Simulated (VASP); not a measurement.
# Ge5I3 (P6/mmm) in VASP: a series of runs

Ge5I3 is run at these levels: PBE; tasks: single point, relaxation of cell and atoms.

All numbers are computed with VASP 6.6.1; they aren't measurements. Logs are shortened: lines on timing, memory, paths and dates and some standing lists are left out, and cuts for length are marked.

## Step 1: The cell of the first run

It takes space group P6/mmm (No. 191, hexagonal). Conventional cell: a = 5.796 Å, b = 5.796 Å, c = 9.795 Å, α = 90.00°, β = 90.00°, γ = 120.00°. Ge (site symmetry mmm) has 8 Ge at 2.90 to 3.50 Å within 3.8 Å. Ge (site symmetry 6mm) has 7 Ge at 3.50 to 3.93 Å and 6 I at 4.12 Å within 4.6 Å. I (site symmetry mmm) has 4 I at 2.90 Å within 3.8 Å.

The cell was generated, and may not be a known phase.

## Step 2: Single point, PBE

File INCAR:

```
SYSTEM = Ge5I3
  ALGO = Normal
  EDIFF = 1E-7
  ENCUT = 520
  GGA = PE
  ISIF = 2
  ISMEAR = 0
  LASPH = .True.
  LCHARG = .False.
  LREAL = .False.
  LWAVE = .False.
  NBANDS = 56
  NELM = 100
  PREC = Accurate
  SIGMA = 0.1
```

File KPOINTS:

```
k-points
0
Gamma
  3 3 2
  0 0 0
```

File POSCAR:

```
Ge5I3
1.0
    5.7957434200      0.0000000000      0.0000000000
   -2.8978717100      5.0192610400      0.0000000000
    0.0000000000      0.0000000000      9.7950351700
Ge I
5 3
Direct
    0.5000000000      0.0000000000      0.5000000000
    0.0000000000      0.5000000000      0.5000000000
    0.5000000000      0.5000000000      0.5000000000
    0.0000000000      0.0000000000      0.7007912900
    0.0000000000      0.0000000000      0.2992087100
    0.5000000000      0.0000000000      0.0000000000
    0.0000000000      0.5000000000      0.0000000000
    0.5000000000      0.5000000000      0.0000000000
```

Potentials or basis: VASP PAW PBE potentials, release 64 (Ge_d, I).

The run is started by

```bash
> cat potpaw_PBE.64/Ge_d/POTCAR potpaw_PBE.64/I/POTCAR > POTCAR
> mpirun -np 1 vasp_std > vasp.out
```

OUTCAR:

```text
SYSTEM = Ge5I3
   EDIFF = 1E-7
   ENCUT = 520
   GGA = PE
   ISIF = 2
   ISMEAR = 0
   LASPH = .True.
   LREAL = .False.
   NELM = 100
   PREC = Accurate

 ion  position               nearest neighbor table
   1  0.500  0.000  0.500-   2 2.90   3 2.90   3 2.90   2 2.90
   2  0.000  0.500  0.500-   3 2.90   3 2.90   1 2.90   1 2.90
   3  0.500  0.500  0.500-   2 2.90   2 2.90   1 2.90   1 2.90
   4  0.000  0.000  0.701-
   5  0.000  0.000  0.299-
   6  0.500  0.000  0.000-   7 2.90   8 2.90   8 2.90   7 2.90
   7  0.000  0.500  0.000-   8 2.90   8 2.90   6 2.90   6 2.90
   8  0.500  0.500  0.000-   7 2.90   7 2.90   6 2.90   6 2.90

  LATTYP: Found a hexagonal cell.
 ALAT       =     5.7957434200
 C/A-ratio  =     1.6900394756

  Lattice vectors:

 A1 = (   5.7957434200,   0.0000000000,   0.0000000000)
 A2 = (  -2.8978717100,   5.0192610400,   0.0000000000)
 A3 = (   0.0000000000,   0.0000000000,   9.7950351700)

Analysis of symmetry for initial positions (statically):
=====================================================================
 Subroutine PRICEL returns:
 Original cell was already a primitive cell.

 Routine SETGRP: Setting up the symmetry group for a
 hexagonal supercell.

 Subroutine GETGRP returns: Found 24 space group operations
 (whereof 24 operations were pure point group operations)
 out of a pool of 24 trial point group operations.

The static configuration has the point symmetry D_6h.

Analysis of symmetry for dynamics (positions and initial velocities):
=====================================================================
 Subroutine PRICEL returns:
 Original cell was already a primitive cell.

 Routine SETGRP: Setting up the symmetry group for a
 hexagonal supercell.

 Subroutine GETGRP returns: Found 24 space group operations
 (whereof 24 operations were pure point group operations)
 out of a pool of 24 trial point group operations.

The dynamic configuration has the point symmetry D_6h.

 Subroutine INISYM returns: Found 24 space group operations
 (whereof 24 operations are pure point group operations),
 and found     1 'primitive' translations

----------------------------------------------------------------------------------------

                                     Primitive cell

  volume of cell :     284.9410

  direct lattice vectors                    reciprocal lattice vectors
     5.795743420  0.000000000  0.000000000     0.172540419  0.099616257  0.000000000
    -2.897871710  5.019261040  0.000000000     0.000000000  0.199232515  0.000000000
     0.000000000  0.000000000  9.795035170     0.000000000  0.000000000  0.102092538

  length of vectors
     5.795743420  5.795743424  9.795035170     0.199232515  0.199232515  0.102092538

  position of ions in fractional coordinates (direct lattice)
     0.500000000  0.000000000  0.500000000
     0.000000000  0.500000000  0.500000000
     0.500000000  0.500000000  0.500000000
     0.000000000  0.000000000  0.700791290
     0.000000000  0.000000000  0.299208710
     0.500000000  0.000000000  0.000000000
     0.000000000  0.500000000  0.000000000
     0.500000000  0.500000000  0.000000000

  ion indices of the primitive-cell ions
   primitive index   ion index
                 1           1
                 2           2
                 3           3
                 4           4
                 5           5
                 6           6
                 7           7
                 8           8

----------------------------------------------------------------------------------------

 KPOINTS: k-points

Automatic generation of k-mesh.
 Grid dimensions read from file:
 generate k-points for:    3    3    2

 Generating k-lattice:

  Cartesian coordinates                     Fractional coordinates (reciprocal lattice)
     0.057513473  0.033205419  0.000000000     0.333333333  0.000000000  0.000000000
     0.000000000  0.066410838  0.000000000     0.000000000  0.333333333  0.000000000
     0.000000000  0.000000000  0.051046269     0.000000000  0.000000000  0.500000000

  Length of vectors
     0.066410838  0.066410838  0.051046269

  Shift w.r.t. Gamma in fractional coordinates (k-lattice)
     0.000000000  0.000000000  0.000000000

 Subroutine IBZKPT returns following result:
 ===========================================

 Found      6 irreducible k-points:

 Following reciprocal coordinates:
            Coordinates               Weight
  0.000000  0.000000  0.000000      1.000000
  0.333333  0.000000  0.000000      6.000000
  0.333333  0.333333  0.000000      2.000000
  0.000000  0.000000  0.500000      1.000000
  0.333333  0.000000  0.500000      6.000000
  0.333333  0.333333  0.500000      2.000000
   k-points           NKPTS =      6   k-points in BZ     NKDIM =      6   number of bands    NBANDS=     56
   number of dos      NEDOS =    301   number of ions     NIONS =      8
   total plane-waves  NPLWV = 184320
   dimension x,y,z NGX =    48 NGY =   48 NGZ =   80
[... 39 lines left out ...]
   GGA     = PE    functional components
   LHFCALC =     F    Hartree Fock is set to
   AEXX    =    0.0000 exact exchange contribution
   IVDW    =     0    specifies the selected vdW correction
   LEPSILON=     F    determine dielectric tensor
   LRPA    =     F    only Hartree local field effects (RPA)
 non-spin polarized calculation
 Gauss-broadening in eV      SIGMA  =   0.10
  energy-cutoff  :      520.00
  volume of cell :      284.94
 maximum number of plane-waves:      7728
 NGX is ok and might be reduce to    48
   NGX = 21   NGY = 21   NGZ = 37

 number of electron      91.0000006 magnetization

 Free energy of the ion-electron system (eV)
  ---------------------------------------------------
  ext. energy  EPLUGINS =         0.00000000
  ---------------------------------------------------
  free energy    TOTEN  =       -19.85369223 eV

  energy without entropy =      -19.82443517  energy(sigma->0) =      -19.83906370

 E-fermi :   2.9711     XC(G=0):  -8.3126

 val. band max:        2.9532854809   @ k =   0.0000   0.0000   0.5000
 cond. band min:       3.0098480526   @ k =   0.3333   0.0000   0.0000
 fundamental gap:      0.0565625717
 Fermi energy:         2.9710617749

 k-point     1 :       0.0000    0.0000    0.0000
  band No.  band energies     occupation
      1     -22.3464      2.00000
      2     -22.3439      2.00000
      3     -22.3414      2.00000
      4     -22.3414      2.00000
      5     -22.3407      2.00000
      6     -22.3407      2.00000
[... 48 lines left out ...]
     55       6.1002      0.00000
     56       7.0316      0.00000

 k-point     2 :       0.3333    0.0000    0.0000
  band No.  band energies     occupation
      1     -22.3464      2.00000
      2     -22.3439      2.00000
      3     -22.3415      2.00000
      4     -22.3414      2.00000
      5     -22.3407      2.00000
      6     -22.3407      2.00000
[... 48 lines left out ...]
     55       6.5379      0.00000
     56       6.9558      0.00000

 k-point     3 :       0.3333    0.3333    0.0000
  band No.  band energies     occupation
      1     -22.3463      2.00000
      2     -22.3439      2.00000
      3     -22.3415      2.00000
      4     -22.3415      2.00000
      5     -22.3407      2.00000
      6     -22.3407      2.00000
[... 48 lines left out ...]
     55       6.5168      0.00000
     56       6.5168      0.00000

 k-point     4 :       0.0000    0.0000    0.5000
  band No.  band energies     occupation
      1     -22.3464      2.00000
      2     -22.3439      2.00000
      3     -22.3414      2.00000
      4     -22.3414      2.00000
      5     -22.3407      2.00000
      6     -22.3407      2.00000
[... 48 lines left out ...]
     55       6.8390      0.00000
     56       7.2511      0.00000

 k-point     5 :       0.3333    0.0000    0.5000
  band No.  band energies     occupation
      1     -22.3463      2.00000
      2     -22.3439      2.00000
      3     -22.3414      2.00000
      4     -22.3414      2.00000
      5     -22.3407      2.00000
      6     -22.3407      2.00000
[... 48 lines left out ...]
     55       6.5114      0.00000
     56       7.2221      0.00000

 k-point     6 :       0.3333    0.3333    0.5000
  band No.  band energies     occupation
      1     -22.3463      2.00000
      2     -22.3439      2.00000
      3     -22.3415      2.00000
      4     -22.3415      2.00000
      5     -22.3407      2.00000
      6     -22.3407      2.00000
[... 48 lines left out ...]
     55       6.6181      0.00000
     56       6.6181      0.00000

------------------------ aborting loop because EDIFF is reached ----------------------------------------

  FORCE on cell =-STRESS in cart. coord.  units (eV):
  Direction    XX          YY          ZZ          XY          YZ          ZX
  --------------------------------------------------------------------------------------
  -------------------------------------------------------------------------------------
  Total       10.4342790     10.4342790     -9.6551936      0.0000000     -0.0000000      0.0000000
  in kB       58.6702710     58.6702711    -54.2895994      0.0000000     -0.0000000      0.0000000
  external PRESSURE =      21.0169809 kB  Pullay stress =       0.0000000 kB

 VOLUME and BASIS-vectors are now :
 -----------------------------------------------------------------------------
  energy-cutoff  :      520.00
  volume of cell :      284.94
      direct lattice vectors                 reciprocal lattice vectors
     5.795743420  0.000000000  0.000000000     0.172540419  0.099616257  0.000000000
    -2.897871710  5.019261040  0.000000000     0.000000000  0.199232515  0.000000000
     0.000000000  0.000000000  9.795035170     0.000000000  0.000000000  0.102092538

 POSITION                                       TOTAL-FORCE (eV/Angst)
 -----------------------------------------------------------------------------------
      2.89787      0.00000      4.89752         0.000000     -0.000000      0.000000
     -1.44894      2.50963      4.89752         0.000000     -0.000000      0.000000
      1.44894      2.50963      4.89752         0.000000     -0.000000      0.000000
      0.00000      0.00000      6.86428         0.000000      0.000000     -1.778326
      0.00000      0.00000      2.93076        -0.000000      0.000000      1.778326
      2.89787      0.00000      0.00000         0.000000     -0.000000      0.000000
     -1.44894      2.50963      0.00000         0.000000     -0.000000      0.000000
      1.44894      2.50963      0.00000         0.000000     -0.000000      0.000000
 -----------------------------------------------------------------------------------
    total drift:                                0.000000     -0.000000     -0.000000

  FREE ENERGIE OF THE ION-ELECTRON SYSTEM (eV)
  ---------------------------------------------------
  free  energy   TOTEN  =       -19.8536922325 eV

  energy  without entropy=      -19.8244351735  energy(sigma->0) =      -19.83906370
```

It took 3.2 min on 1 thread of Intel Xeon Platinum 8259CL at 2.50GHz (Skylake/Cascade Lake), shared host; peak memory 0.43 GiB.

Results:

| Quantity | Value |
| --- | --- |
| Free energy | -19.8537 eV |
| Pressure | 2.1 GPa |
| Largest force | 1.778 eV/Å |
| Band gap on the k mesh | zero (an odd number of electrons rules out a gap without spin polarisation) |

Forces in eV/Å, atoms in the order of the input:
```
Ge   0.000  0.000  0.000
Ge   0.000  0.000  0.000
Ge   0.000  0.000  0.000
Ge   0.000  0.000 -1.778
Ge   0.000  0.000  1.778
I    0.000  0.000  0.000
I    0.000  0.000  0.000
I    0.000  0.000  0.000
```

Stress tensor (GPa, compression positive):
```
 5.87  0.00  0.00
 0.00  5.87  0.00
 0.00  0.00 -5.43
```

Caveat: the k points lie up to 0.42 Å⁻¹ apart, too coarse for converged energies and pressures of a metal; spin-orbit coupling is left out, which moves the levels of the heavy elements; an odd number of electrons without spin polarisation forces a metal; a magnetic or distorted state may lie lower.

## Step 3: Single point, PBE

This run uses another cell than the first one, of 28.15 Å³/atom.

File INCAR:

```
SYSTEM = Ge5I3
PREC = Accurate
ENCUT = 520
EDIFF = 1E-6
ISMEAR = 0
SIGMA = 0.1
LREAL = .FALSE.
LASPH = .TRUE.
NELM = 100
ALGO = Normal
ISIF = 2
LWAVE = .FALSE.
LCHARG = .TRUE.
GGA = PE
LELF = .TRUE.
LVHAR = .TRUE.
NBANDS = 56
```

File KPOINTS:

```
regular mesh
0
G
  3 3 2
  0 0 0
```

File POSCAR:

```
Ge5I3
1.0
    6.2589266735      0.0000000000      0.0000000000
   -3.1294633368      5.4203894997      0.0000000000
    0.0000000000      0.0000000000      6.6380725426
Ge I
5 3
Direct
    0.5000000000      0.0000000000      0.5000000000
    0.0000000000      0.5000000000      0.5000000000
    0.5000000000      0.5000000000      0.5000000000
    0.0000000000      0.0000000000      0.6867780439
    0.0000000000      0.0000000000      0.3132219561
    0.5000000000      0.0000000000      0.0000000000
    0.0000000000      0.5000000000      0.0000000000
    0.5000000000      0.5000000000      0.0000000000
```

Potentials or basis: VASP PAW PBE potentials, release 64 (Ge_d, I).

The run is started by

```bash
> cat potpaw_PBE.64/Ge_d/POTCAR potpaw_PBE.64/I/POTCAR > POTCAR
> mpirun -np 1 vasp_std > vasp.out
```

Run time: 2 min. Hardware: 1 thread of Intel Xeon Platinum 8259CL at 2.50GHz (Skylake/Cascade Lake), shared host; peak memory 0.34 GiB.

It converged, with:

```
Free energy            : -22.9107 eV
Pressure               : 0.0 GPa
Largest force          : 0.011 eV/Å
Band gap on the k mesh : zero (an odd number of electrons rules out a gap without spin polarisation)
```

Forces on the atoms (eV/Å):
```
Ge   0.000  0.000  0.000
Ge   0.000  0.000  0.000
Ge   0.000  0.000  0.000
Ge   0.000  0.000  0.011
Ge   0.000  0.000 -0.011
I    0.000  0.000  0.000
I    0.000  0.000  0.000
I    0.000  0.000  0.000
```

Stress tensor (GPa, compression positive):
```
 0.07  0.00  0.00
 0.00  0.07  0.00
 0.00  0.00 -0.03
```

Levels at points of the mesh, in eV from the Fermi level:
| k point | band 42 | band 43 | band 44 | band 45 | band 46 | band 47 | band 48 | band 49 |
| --- | --- | --- | --- | --- | --- | --- | --- | --- |
| (0.00, 0.00, 0.00) | -3.04 | -1.58 | 0.05 | 0.43 | 0.43 | 0.95 | 0.95 | 1.10 |
| (0.00, 0.00, 0.50) | -1.91 | -1.24 | 0.07 | 0.08 | 0.75 | 0.75 | 0.96 | 0.96 |

Caveat: the k points lie up to 0.47 Å⁻¹ apart, too coarse for converged energies and pressures of a metal; spin-orbit coupling is left out, which moves the levels of the heavy elements; an odd number of electrons without spin polarisation forces a metal; a magnetic or distorted state may lie lower.

## Step 4: Relaxation of cell and atoms, PBE

File INCAR:

```
SYSTEM = Ge5I3
ALGO = Normal
EDIFF = 1E-6
EDIFFG = -0.04
ENCUT = 600
GGA = PE
IBRION = 2
ISIF = 3
ISMEAR = 0
LASPH = .True.
LCHARG = .False.
LREAL = .False.
LWAVE = .False.
NELM = 100
NSW = 90
PREC = Accurate
SIGMA = 0.1
```

File KPOINTS:

```
k-points
0
Gamma
  3 3 2
  0 0 0
```

File POSCAR:

```
Ge5I3
1.0
    5.7957434200      0.0000000000      0.0000000000
   -2.8978717100      5.0192610400      0.0000000000
    0.0000000000      0.0000000000      9.7950351700
Ge I
5 3
Direct
    0.5000000000      0.0000000000      0.5000000000
    0.0000000000      0.5000000000      0.5000000000
    0.5000000000      0.5000000000      0.5000000000
    0.0000000000      0.0000000000      0.7007912900
    0.0000000000      0.0000000000      0.2992087100
    0.5000000000      0.0000000000      0.0000000000
    0.0000000000      0.5000000000      0.0000000000
    0.5000000000      0.5000000000      0.0000000000
```

The run is started by

```bash
> cat potpaw_PBE.64/Ge_d/POTCAR potpaw_PBE.64/I/POTCAR > POTCAR
> mpirun -np 1 vasp_std > vasp.out
```

Wall time 15 min (1 thread of Intel Xeon 6975P-C (Granite Rapids), shared host); peak memory 0.52 GiB.

Results (log left out):

* Free energy: -22.9131 eV
* Relaxed volume: 28.20 Å³/atom
* Relaxed cell: a = 6.276 Å, b = 6.276 Å, c = 6.613 Å, α = 90.00°, β = 90.00°, γ = 120.00°
* Space group after relaxing (to 0.1 Å): P6/mmm (No. 191)
* Energy gained by relaxing: 382.4 meV/atom
* Ionic steps: 20
* Pressure after relaxing: 0.0 GPa
* Largest force after relaxing: 0.017 eV/Å
* Band gap on the k mesh: zero (an odd number of electrons rules out a gap without spin polarisation)

Forces in eV/Å, atoms in the order of the input:
```
Ge   0.000  0.000  0.000
Ge   0.000  0.000  0.000
Ge   0.000  0.000  0.000
Ge   0.000  0.000 -0.017
Ge   0.000  0.000  0.017
I    0.000  0.000  0.000
I    0.000  0.000  0.000
I    0.000  0.000  0.000
```

Stress tensor (GPa, compression positive):
```
-0.12  0.00  0.00
 0.00 -0.12  0.00
 0.00  0.00  0.19
```

The path:
| step | energy change (eV) | largest force (eV/Å) | pressure (GPa) | volume (Å³) |
| --- | --- | --- | --- | --- |
| 1 | 0.0000 | 1.7784 | 2.12 | 284.94 |
| 2 | -1.1146 | 1.3322 | -2.57 | 303.32 |
| 3 | -1.1370 | 1.2959 | -2.97 | 305.58 |
| 4 | -1.8853 | 1.2856 | -2.18 | 281.02 |
| 5 | -1.2173 | 8.2976 | 7.49 | 213.34 |
| 6 | -2.1718 | 1.1411 | -1.55 | 265.83 |
| 7 | -2.5375 | 0.2474 | 1.01 | 239.14 |
| 8 | -2.6412 | 1.5558 | 0.37 | 238.96 |
| 9 | -2.0929 | 5.5713 | 1.07 | 237.22 |
| 10 | -2.6666 | 1.8333 | 0.20 | 238.85 |
| 11 | -2.7296 | 2.0380 | -0.18 | 239.08 |
| 12 | -2.7539 | 2.2605 | -0.51 | 239.24 |
| 13 | -2.8548 | 1.6644 | -0.77 | 238.65 |
| 14 | -2.9968 | 0.4072 | -1.31 | 236.95 |
| 15 | -3.0096 | 0.0745 | -1.36 | 236.35 |
| 16 | -3.0104 | 0.0103 | -1.40 | 236.18 |
| 17 | -3.0370 | 0.0137 | -1.14 | 232.59 |
| 18 | -3.0538 | 0.0203 | 0.50 | 222.04 |
| 19 | -3.0592 | 0.0168 | 0.06 | 225.15 |
| 20 | -3.0592 | 0.0170 | -0.01 | 225.56 |

Final structure:
```cif
data_structure
_symmetry_space_group_name_H-M 'P 1'
_symmetry_Int_Tables_number 1
_cell_length_a 6.2760
_cell_length_b 6.2760
_cell_length_c 6.6125
_cell_angle_alpha 90.000
_cell_angle_beta 90.000
_cell_angle_gamma 120.000
_cell_volume 225.56
loop_
_atom_site_label
_atom_site_type_symbol
_atom_site_fract_x
_atom_site_fract_y
_atom_site_fract_z
_atom_site_occupancy
Ge1 Ge 0.50000 0.00000 0.50000 1
Ge2 Ge 0.00000 0.50000 0.50000 1
Ge3 Ge 0.50000 0.50000 0.50000 1
Ge4 Ge 0.00000 0.00000 0.68780 1
Ge5 Ge 0.00000 0.00000 0.31220 1
I1 I 0.50000 0.00000 0.00000 1
I2 I 0.00000 0.50000 0.00000 1
I3 I 0.50000 0.50000 0.00000 1
```

Levels at points of the mesh, in eV from the Fermi level:
| k point | band 41 | band 42 | band 43 | band 44 | band 45 | band 46 | band 47 | band 48 | band 49 | band 50 |
| --- | --- | --- | --- | --- | --- | --- | --- | --- | --- | --- |
| (0.00, 0.00, 0.00) | -3.00 | -3.00 | -1.59 | 0.02 | 0.44 | 0.44 | 0.90 | 0.90 | 1.18 | 2.68 |
| (0.00, 0.00, 0.50) | -1.90 | -1.90 | -1.23 | 0.05 | 0.09 | 0.72 | 0.72 | 0.96 | 0.96 | 1.95 |

Caveat: the k points lie up to 0.48 Å⁻¹ apart in the final cell, too coarse for converged energies and pressures of a metal; the volume moved by over 15 % at a fixed basis, so the end points are rough; spin-orbit coupling is left out, which moves the levels of the heavy elements; an odd number of electrons without spin polarisation forces a metal; a magnetic or distorted state may lie lower.

## Step 5: Summary

```csv
task,cell,cutoff (eV),gap on the mesh (eV),pressure (GPa),largest force (eV/Å)
single point,"a = 5.796, b = 5.796, c = 9.795 Å, angles 90.0, 90.0, 120.0°, 8 atoms, atomic positions A",520,none,2.1,1.78
single point,"a = 6.259, b = 6.259, c = 6.638 Å, angles 90.0, 90.0, 120.0°, 8 atoms, atomic positions B",520,none,0.0,0.01
relaxation of cell and atoms,"relaxed from a = 5.796, b = 5.796, c = 9.795 Å, angles 90.0, 90.0, 120.0°, 8 atoms, atomic positions A",600,none,0.0,0.02
```

Alike in all rows: level PBE; potentials or basis VASP PAW PBE potentials, release 64 (Ge_d, I); no spin polarisation; k mesh 3 × 3 × 2; smearing gaussian 0.1 eV.

Caveats: all runs use coarse meshes; spin-orbit coupling is left out, which moves the levels of the heavy elements; an odd number of electrons without spin polarisation forces a metal; a magnetic or distorted state may lie lower; the volume moved by over 15 % at a fixed basis, so the end points are rough (at least some runs).

Absolute energies hang on the potentials; compare differences alone.

The gap in the log of VASP goes by the Fermi energy; the results here count the filled bands.